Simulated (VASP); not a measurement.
# C in VASP: single point with PBE

Aim: the single point of C with PBE.

The COD entry that gives the cell may itself be a prediction, so a difference from it is no test against experiment.

Program: VASP 6.6.1. These are calculated values, not measurements. Logs are shortened: lines on timing, memory, paths and dates and some standing lists are left out, and cuts for length are marked.

## 1. The cell of the first run

The cell holds a slab with vacuum, 20 atoms: a = 2.522 Å, b = 2.522 Å, c = 36.048 Å, α = 90.00°, β = 90.00°, γ = 120.00°.

## 2. Single point, PBE

INCAR reads:

```
SYSTEM = C
ALGO = Normal
DIPOL = 0.5 0.5 0.501
EDIFF = 1E-6
ENCUT = 520
GGA = PE
IDIPOL = 3
ISIF = 2
ISMEAR = 0
LASPH = .TRUE.
LCHARG = .FALSE.
LDIPOL = .TRUE.
LREAL = Auto
LWAVE = .FALSE.
NBANDS = 56
NELM = 100
PREC = Accurate
SIGMA = 0.1
```

KPOINTS reads:

```
k-points
0
G
  12 12 1
  0 0 0
```

POSCAR reads:

```
C
1.0
    2.5221031722      0.0000000029      0.0000000000
   -1.2610515886      2.1842054166      0.0000000000
    0.0000000000      0.0000000000     36.0483954979
C
20
Direct
    0.3333333333      0.6666666667      0.2357941285
    0.0000000000      0.0000000000      0.2500469672
    0.0000000000      0.0000000000      0.2928911556
    0.6666666667      0.3333333333      0.3072296873
    0.6666666667      0.3333333333      0.3500738757
    0.3333333333      0.6666666667      0.3643267144
    0.3333333333      0.6666666667      0.4071709131
    0.6666666667      0.3333333333      0.4214523126
    0.6666666667      0.3333333333      0.4642965011
    0.0000000000      0.0000000000      0.4785779006
    0.0000000000      0.0000000000      0.5221591037
    0.6666666667      0.3333333333      0.5365532835
    0.6666666667      0.3333333333      0.5794299297
    0.3333333333      0.6666666667      0.5937299658
    0.3333333333      0.6666666667      0.6366735235
    0.0000000000      0.0000000000      0.6509658864
    0.0000000000      0.0000000000      0.6950281780
    0.3333333333      0.6666666667      0.7086093877
    0.3333333333      0.6666666667      0.7554368829
    0.6666666667      0.3333333333      0.7628470539
```

Potentials or basis: VASP PAW PBE potentials, release 64 (C).

Started as:

```bash
cat potpaw_PBE.64/C/POTCAR > POTCAR
mpirun -np 1 vasp_std > vasp.out
```

OUTCAR:

```text
SYSTEM = C
   EDIFF = 1E-6
   ENCUT = 520
   GGA = PE
   ISIF = 2
   ISMEAR = 0
   LASPH = .TRUE.
   LREAL = Auto
   NELM = 100
   PREC = Accurate

 ion  position               nearest neighbor table
   1  0.333  0.667  0.236-   2 1.54   2 1.54   2 1.54
   2  0.000  0.000  0.250-   1 1.54   1 1.54   1 1.54   3 1.54
   3  0.000  0.000  0.293-   2 1.54   4 1.55   4 1.55   4 1.55
   4  0.667  0.333  0.307-   5 1.54   3 1.55   3 1.55   3 1.55
   5  0.667  0.333  0.350-   6 1.54   6 1.54   6 1.54   4 1.54
   6  0.333  0.667  0.364-   5 1.54   5 1.54   5 1.54   7 1.54
   7  0.333  0.667  0.407-   6 1.54   8 1.54   8 1.54   8 1.54
[... 10 lines left out ...]
  18  0.333  0.667  0.709-  17 1.54  17 1.54  17 1.54  19 1.69
  19  0.333  0.667  0.755-  20 1.48  20 1.48  20 1.48  18 1.69
  20  0.667  0.333  0.763-  19 1.48  19 1.48  19 1.48

  LATTYP: Found a hexagonal cell.
 ALAT       =     2.5221031722
 C/A-ratio  =    14.2929900312

  Lattice vectors:

 A1 = (   2.5221031722,   0.0000000029,   0.0000000000)
 A2 = (  -1.2610515886,   2.1842054166,   0.0000000000)
 A3 = (   0.0000000000,   0.0000000000,  36.0483954979)

Analysis of symmetry for initial positions (statically):
=====================================================================
 Subroutine PRICEL returns:
 Original cell was already a primitive cell.

 Routine SETGRP: Setting up the symmetry group for a
 hexagonal supercell.

 Subroutine GETGRP returns: Found  6 space group operations
 (whereof  6 operations were pure point group operations)
 out of a pool of 24 trial point group operations.

The static configuration has the point symmetry C_3v.

Analysis of symmetry for dynamics (positions and initial velocities):
=====================================================================
 Subroutine PRICEL returns:
 Original cell was already a primitive cell.

 Routine SETGRP: Setting up the symmetry group for a
 hexagonal supercell.

 Subroutine GETGRP returns: Found  6 space group operations
 (whereof  6 operations were pure point group operations)
 out of a pool of 24 trial point group operations.

The dynamic configuration has the point symmetry C_3v.

 Subroutine INISYM returns: Found  6 space group operations
 (whereof  6 operations are pure point group operations),
 and found     1 'primitive' translations

----------------------------------------------------------------------------------------

                                     Primitive cell

  volume of cell :     198.5831
[... 133 lines left out ...]
   EFERMI =   0.00;   METHOD = LEGACY
   ISMEAR =     0;   SIGMA  =   0.10  broadening in eV -4-tet -1-fermi 0-gaus
   EFERMI_NEDOS =   21; number of points for ismear=-14 and -15
   IALGO  =     38    algorithm
   IMIX   =      4    mixing-type and parameters
     AMIX     =   0.40;   BMIX     =  1.00
     AMIX_MAG =   1.60;   BMIX_MAG =  1.00
  volume/ion in A,a.u.               =       9.93        67.01
  Fermi-wavevector in a.u.,A,eV,Ry     =   1.209087  2.284842 19.890226  1.461890
  Thomas-Fermi vector in A             =   2.344675
   LORBIT       =      0    0 simple, 1 ext, 2 COOP (PROOUT), +10 PAW based schemes
   GGA     = PE    functional components
   LHFCALC =     F    Hartree Fock is set to
   AEXX    =    0.0000 exact exchange contribution
   IVDW    =     0    specifies the selected vdW correction
   LEPSILON=     F    determine dielectric tensor
   LRPA    =     F    only Hartree local field effects (RPA)
 non-spin polarized calculation
 Gauss-broadening in eV      SIGMA  =   0.10
  energy-cutoff  :      520.00
  volume of cell :      198.58
 maximum number of plane-waves:      5379
 NGX is ok and might be reduce to    20
   NGX =  9   NGY =  9   NGZ =135

 dipolmoment           0.000000      0.000000      0.000035 electrons x Angstroem

 number of electron      80.0000002 magnetization

 dipolmoment           0.000000      0.000000     -0.027369 electrons x Angstroem

 Free energy of the ion-electron system (eV)
  ---------------------------------------------------
  ext. energy  EPLUGINS =         0.00000000
  ---------------------------------------------------
  free energy    TOTEN  =      -177.31986533 eV

  energy without entropy =     -177.27280747  energy(sigma->0) =     -177.29633640

 E-fermi :   4.0777     XC(G=0):  -8.0887

 val. band max:        4.0730563386   @ k =   0.2500   0.0000   0.0000
 cond. band min:       4.1009504188   @ k =   0.2500   0.0833   0.0000
 fundamental gap:      0.0278940802
 Fermi energy:         4.0777201679

 k-point     1 :       0.0000    0.0000    0.0000
  band No.  band energies     occupation
      1     -18.9645      2.00000
      2     -18.6451      2.00000
      3     -18.2048      2.00000
      4     -17.6938      2.00000
      5     -17.0730      2.00000
      6     -16.3730      2.00000
[... 1034 lines left out ...]
     51      12.2713      0.00000
     52      12.6524      0.00000
 [bands above 52 left out]

------------------------ aborting loop because EDIFF is reached ----------------------------------------

 vacuum level on the upper side and lower side of the slab       (xc-potential included)        -0.767         0.060

  FORCE on cell =-STRESS in cart. coord.  units (eV):
  Direction    XX          YY          ZZ          XY          YZ          ZX
  --------------------------------------------------------------------------------------
  -------------------------------------------------------------------------------------
  Total       -0.1258081     -0.1258081      0.8961271     -0.0000000      0.0000000     -0.0000000
  in kB       -1.0150252     -1.0150252      7.2299936     -0.0000000      0.0000000     -0.0000000
  external PRESSURE =       1.7333144 kB  Pullay stress =       0.0000000 kB

 VOLUME and BASIS-vectors are now :
 -----------------------------------------------------------------------------
  energy-cutoff  :      520.00
  volume of cell :      198.58
      direct lattice vectors                 reciprocal lattice vectors
     2.522103172  0.000000003  0.000000000     0.396494485  0.228916198  0.000000000
    -1.261051589  2.184205417  0.000000000    -0.000000001  0.457832396  0.000000000
     0.000000000  0.000000000 36.048395498     0.000000000  0.000000000  0.027740486

 POSITION                                       TOTAL-FORCE (eV/Angst)
 -----------------------------------------------------------------------------------
     -0.00000      1.45614      8.50000         0.000000     -0.000000      3.949605
      0.00000      0.00000      9.01379        -0.000000     -0.000000     -4.583142
      0.00000      0.00000     10.55826        -0.000000     -0.000000      0.865418
      1.26105      0.72807     11.07514        -0.000000     -0.000000     -0.412137
      1.26105      0.72807     12.61960        -0.000000     -0.000000     -0.230851
     -0.00000      1.45614     13.13339         0.000000     -0.000000     -0.347728
[... 12 lines left out ...]
     -0.00000      1.45614     27.23229         0.000000      0.000000      0.004750
      1.26105      0.72807     27.49941        -0.000000      0.000000      0.001787
 -----------------------------------------------------------------------------------
    total drift:                               -0.000000     -0.000000     -0.022982

  FREE ENERGIE OF THE ION-ELECTRON SYSTEM (eV)
  ---------------------------------------------------
  free  energy   TOTEN  =      -177.3198653330 eV

  energy  without entropy=     -177.2728074688  energy(sigma->0) =     -177.29633640

 vacuum level on the upper side and lower side of the slab         8.504         9.345
```

OSZICAR:

```text
N       E                     dE             d eps       ncg     rms          rms(c)
DAV:   1     0.433249117620E+03    0.43325E+03   -0.40215E+04  2168   0.132E+03
DAV:   2    -0.144121658724E+03   -0.57737E+03   -0.55003E+03  2816   0.300E+02
DAV:   3    -0.182646786929E+03   -0.38525E+02   -0.37881E+02  2656   0.756E+01
[... 49 lines left out ...]
DAV:  53    -0.177319855307E+03   -0.43215E-05   -0.53945E-07  1904   0.188E-02    0.225E-02
DAV:  54    -0.177319858877E+03   -0.35699E-05   -0.23190E-06  2176   0.176E-02    0.196E-02
DAV:  55    -0.177319860720E+03   -0.18433E-05   -0.20852E-06  2136   0.115E-02    0.470E-03
DAV:  56    -0.177319864618E+03   -0.38978E-05   -0.97891E-07  1656   0.561E-03    0.101E-02
DAV:  57    -0.177319865333E+03   -0.71492E-06   -0.26917E-07  1680   0.266E-03
   1 F= -.17731987E+03 E0= -.17729634E+03  d E =-.470579E-01
```

Wall time 11 min (1 thread of Intel Xeon 6975P-C (Granite Rapids), shared host); peak memory 0.35 GiB.

What came out:

- Free energy: -177.3199 eV
- Largest force: 4.583 eV/Å
- Band gap on the k mesh: zero (band 40 reaches 4.22 eV, above the bottom of band 41 at 3.97 eV)

Forces in eV/Å, atoms in the order of the input:
```
C    0.000  0.000  3.950
C    0.000  0.000 -4.583
C    0.000  0.000  0.865
C    0.000  0.000 -0.412
C    0.000  0.000 -0.231
C    0.000  0.000 -0.348
C    0.000  0.000  0.357
C    0.000  0.000  0.306
C    0.000  0.000 -0.102
C    0.000  0.000  0.156
C    0.000  0.000 -0.009
C    0.000  0.000 -0.003
C    0.000  0.000  0.006
C    0.000  0.000  0.011
C    0.000  0.000 -0.011
C    0.000  0.000  0.002
C    0.000  0.000  0.009
C    0.000  0.000  0.029
C    0.000  0.000  0.005
C    0.000  0.000  0.002
```

Levels at points of the mesh, in eV from the Fermi level:
| k point | band 37 | band 38 | band 39 | band 40 | band 41 | band 42 | band 43 | band 44 | band 45 | band 46 |
| --- | --- | --- | --- | --- | --- | --- | --- | --- | --- | --- |
| (0.00, 0.00, 0.00) | -1.70 | -0.79 | -0.79 | 0.06 | 0.54 | 3.92 | 3.92 | 4.25 | 4.38 | 4.38 |
| (0.50, 0.00, 0.00) | -5.02 | -4.65 | -3.75 | -0.24 | -0.11 | 3.04 | 3.30 | 3.67 | 4.02 | 4.17 |
